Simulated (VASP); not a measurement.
Write the native input for VASP 6.6.1 that does the following.

```yaml
Task: single point
Functional: PBE0
Potentials_or_basis: VASP PAW PBE potentials, release 64 (Au)
Cutoff: 520 eV
k_mesh: 6 × 6 × 6
Occupations: fermi-dirac, width 0.05 eV
Spin: no spin polarisation
Dipole_correction: no
Grid_for_exact_exchange_PRECFOCK: Normal
Further_INCAR_settings: ALGO = Normal; EDIFF = 1e-06; NBANDS = 12
Share_of_exact_exchange: 0.25
```

Crystal: Au.

```
Au
1.0
    -1.67908    1.67908    1.67908
     1.67908   -1.67908    1.67908
     1.67908    1.67908   -1.67908
Au
1
Direct
  0.00000 0.00000 0.00000
```

This isn't the form of Au at room conditions, which is fcc.

These files were run (other wordings do the same):

POSCAR

```
Au
1.0
   -1.6790776720      1.6790776720      1.6790776720
    1.6790776720     -1.6790776720      1.6790776720
    1.6790776720      1.6790776720     -1.6790776720
Au
1
Direct
    0.0000000000      0.0000000000      0.0000000000
```

INCAR.step1

```
SYSTEM = Au
ALGO     = Normal         ! electronic algorithm
EDIFF    = 1E-5           ! SCF threshold, eV
ENCUT    = 520            ! plane-wave cutoff, eV
GGA      = PE             ! functional
ISIF     = 2              ! what is computed and relaxed
ISMEAR   = -1             ! smearing method
LASPH    = .True.         ! aspherical terms in the spheres
LCHARG   = .False.        ! write CHGCAR
LREAL    = .False.        ! projectors in reciprocal space
LWAVE    = .True.         ! write WAVECAR
NBANDS   = 12             ! bands
NELM     = 80             ! most SCF steps
PREC     = Accurate       ! precision mode
SIGMA    = 0.05           ! smearing width, eV
```

INCAR.step2

```
SYSTEM = Au
AEXX     = 0.25           ! exact-exchange fraction
ALGO     = Normal         ! electronic algorithm
EDIFF    = 1E-6           ! SCF threshold, eV
ENCUT    = 520            ! plane-wave cutoff, eV
GGA      = PE             ! functional
ISIF     = 2              ! what is computed and relaxed
ISMEAR   = -1             ! smearing method
ISTART   = 1            
LASPH    = .True.         ! aspherical terms in the spheres
LCHARG   = .False.        ! write CHGCAR
LHFCALC  = .True.         ! exact exchange
LREAL    = .False.        ! projectors in reciprocal space
LWAVE    = .False.        ! write WAVECAR
NBANDS   = 12             ! bands
NELM     = 80             ! most SCF steps
PREC     = Accurate       ! precision mode
PRECFOCK = Normal       
SIGMA    = 0.05           ! smearing width, eV
```

KPOINTS

```
k-points
0
Gamma
  6 6 6
  0 0 0
```

Potentials or basis: VASP PAW PBE potentials, release 64 (Au).

The run is started by

```console
$ cat potpaw_PBE.64/Au/POTCAR > POTCAR
$ cp INCAR.step1 INCAR
$ mpirun -np 1 vasp_std > vasp.out
$ cp INCAR.step2 INCAR
$ mpirun -np 1 vasp_std > vasp.out
```

It gave:

The pressure is -8.6 GPa and the band gap on the k mesh is zero (an odd number of electrons rules out a gap without spin polarisation).

Caveat: the k points lie up to 0.44 Å⁻¹ apart, too coarse for converged energies and pressures of a metal; the PAW data sets were made with another functional, which shifts forces and pressure a little; spin-orbit coupling is left out, which moves the levels of the heavy elements.

It took 19 min on 1 thread of AMD EPYC 7R43 64-Core Processor (Zen 3) (shared host), peak memory 0.11 GiB.
